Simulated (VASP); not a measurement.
# GaSb: single point with r2SCAN

The system is GaSb.

```
Sb Ga
1.0
    -2.78967    2.78967    1.61164
     2.78967   -2.78967    1.61164
     2.78967    2.78967   -1.61164
Sb Ga
1 1
Direct
  0.00000 0.00000 0.00000
  0.75000 0.25000 0.50000
```

```
Program             : VASP 6.6.1
Task                : single point
Functional          : r2SCAN
Potentials or basis : VASP PAW PBE potentials, release 64 (Sb, Ga_d)
Cutoff              : 520 eV
k mesh              : 10 × 10 × 10
Occupations         : fermi-dirac, width 0.05 eV
Spin                : no spin polarisation
```

```json
{
  "Pressure": "-3.3 GPa",
  "Band gap on the k mesh": "zero (band 9 reaches 7.86 eV, above the bottom of band 10 at 3.32 eV)"
}
```

Stress tensor (GPa, compression positive):
```
-3.34  0.00  0.00
 0.00 -3.34  0.00
 0.00  0.00 -3.18
```

Levels at points of the mesh, in eV from the Fermi level:
```
           k point  band 7  band 8  band 9  band 10  band 11  band 12
(0.00, 0.00, 0.00)   -3.00   -1.90   -1.90     3.95     5.04     7.27
(0.50, 0.00, 0.00)   -5.65   -2.50   -1.52    -1.07     2.80     3.39
(0.50, 0.50, 0.00)   -8.11   -0.06    1.85     2.27     2.64     4.69
(0.50, 0.50, 0.50)   -6.02   -4.91   -4.91     3.54     5.18    10.56
```

Run time: 2.5 min on 1 thread of Intel(R) Xeon(R) Platinum 8488C (Sapphire Rapids), with other jobs on the host, peak memory 0.25 GiB.

Caveat: the PAW data sets were made with another functional, which shifts forces and pressure a little; spin-orbit coupling is left out, which moves the levels of the heavy elements.
